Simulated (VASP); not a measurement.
A run of VASP 6.6.1 is set up as follows.

File INCAR:

```
SYSTEM = WS
ALGO = Normal
DIPOL = 0.5 0.5 0.500
EDIFF = 1E-6
ENCUT = 400
GGA = PS
GGA_COMPAT = .FALSE.
IDIPOL = 3
ISIF = 2
ISMEAR = 0
LASPH = .TRUE.
LCHARG = .TRUE.
LDIPOL = .TRUE.
LELF = .TRUE.
LREAL = .FALSE.
LVACPOTAV = .TRUE.
LVHAR = .TRUE.
LWAVE = .FALSE.
NBANDS = 28
NELM = 120
NELMDL = -8
PREC = Accurate
SIGMA = 0.05
```

Contents of KPOINTS:

```
k-points
0
G
  11 11 1
  0 0 0
```

The input POSCAR:

```
WS
1.0
    3.1457762248      0.0000000000      0.0000000000
   -1.5728881124      2.7243221253      0.0000000000
    0.0000000000      0.0000000000     33.9534210846
W S
2 2
Direct
    0.3333333333      0.6666666667      0.2503429619
    0.3333333333      0.6666666667      0.7495337824
    0.6666666667      0.3333333333      0.2964914916
    0.6666666667      0.3333333333      0.7046202913
```

Potentials or basis: VASP PAW PBE potentials, release 64 (W_sv, S).

The run is started by

```sh
$ cat potpaw_PBE.64/W_sv/POTCAR potpaw_PBE.64/S/POTCAR > POTCAR
$ mpirun -np 1 vasp_std > vasp.out
```

Problem. Estimate the band gap on the k mesh.

Solution. 0.25 eV (least direct gap 0.73 eV).

Problem. What does it give for the largest force?

Solution. 0.744 eV/Å.

Forces in eV/Å, atoms in the order of the input:
```
W    0.000  0.000  0.744
W    0.000  0.000  0.027
S    0.000  0.000 -0.744
S    0.000  0.000 -0.027
```

Caveat: the PAW data sets were made with another functional, which shifts forces and pressure a little; spin-orbit coupling is left out, which moves the levels of the heavy elements.
